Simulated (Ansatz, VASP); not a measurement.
# Si2Mo in VASP and in Ansatz

Contents of INCAR:

```
SYSTEM = Si2Mo
PREC     = Accurate       ! precision mode
ENCUT    = 520            ! plane-wave cutoff, eV
EDIFF    = 1E-6           ! SCF threshold, eV
ISMEAR   = 0              ! smearing method
SIGMA    = 0.05           ! smearing width, eV
LREAL    = .FALSE.        ! projectors in reciprocal space
LASPH    = .TRUE.         ! aspherical terms in the spheres
NELM     = 80             ! most SCF steps
ALGO     = Normal         ! electronic algorithm
ISIF     = 2              ! what is computed and relaxed
LWAVE    = .FALSE.        ! write WAVECAR
LCHARG   = .TRUE.         ! write CHGCAR
GGA      = PE             ! functional
LELF     = .TRUE.         ! ELF
LVHAR    = .TRUE.       
NBANDS   = 18             ! bands
```

Contents of KPOINTS:

```
regular mesh
0
G
  14 14 14
  0 0 0
```

File POSCAR:

```
Si2Mo
1.0
   -1.6085189520      1.6085189520      3.9365666220
    1.6085189520     -1.6085189520      3.9365666220
    1.6085189520      1.6085189520     -3.9365666220
Si Mo
2 1
Direct
    0.3351149525      0.3351149525      0.0000000000
    0.6897526438      0.6648850475      0.0248675963
    0.0000000000      0.0000000000      0.0000000000
```

Input for Ansatz:

```yaml
crystal:
  lattice:
    - [-1.608518952, 1.608518952, 3.936566622]
    - [1.608518952, -1.608518952, 3.936566622]
    - [1.608518952, 1.608518952, -3.936566622]
  atoms:
    - { symbol: Si, position: [0.3351149525, 0.3351149525, 0.0] }
    - { symbol: Si, position: [0.6897526438, 0.6648850475, 0.0248675963] }
    - { symbol: Mo, position: [0.0, 0.0, 0.0] }
basis:
  ecutwfc: 420
  ecutrho_ratio: 4
kpoints:
  mp_grid: { grid: [14, 14, 14] }
hamiltonian:
  xc: pbe
scf:
  occupations: { method: gaussian, width: 0.05 }
output:
  forces: true
  stress: true
  eigenvalues: true
```

Alike in both runs: task single point; functional PBE; k mesh 14 × 14 × 14; occupations gaussian, width 0.05 eV; no spin polarisation.

```csv
,VASP,Ansatz
version,VASP 6.6.1,Ansatz 0.2.0
potentials or method,"VASP PAW PBE potentials, release 64 (Si, Mo_sv), cutoff 520 eV","scalar-relativistic, plane waves, PAW"
valence electrons in the cell,22,22
```

VASP gave:

| Item | Value |
| --- | --- |
| gap on the k mesh at the Fermi level (eV) | none |
| pressure (GPa) | 0.5 |
| traceless stress, the component that is largest in VASP (GPa) | -0.50 |
| rms of the force components (eV/Å) | 0.251 |

Q: What did Ansatz give for the same quantities?

A: gap on the k mesh at the Fermi level (eV): none; pressure (GPa): 0.3; traceless stress, the component that is largest in VASP (GPa): -0.49; rms of the force components (eV/Å): 0.251.

Atom by atom the forces differ by 0.002 eV/Å (rms over components). A gap of «none» marks a metal or a gap that the smearing closes. With one functional, cell and mesh, what is left measures potentials, basis and numerics.
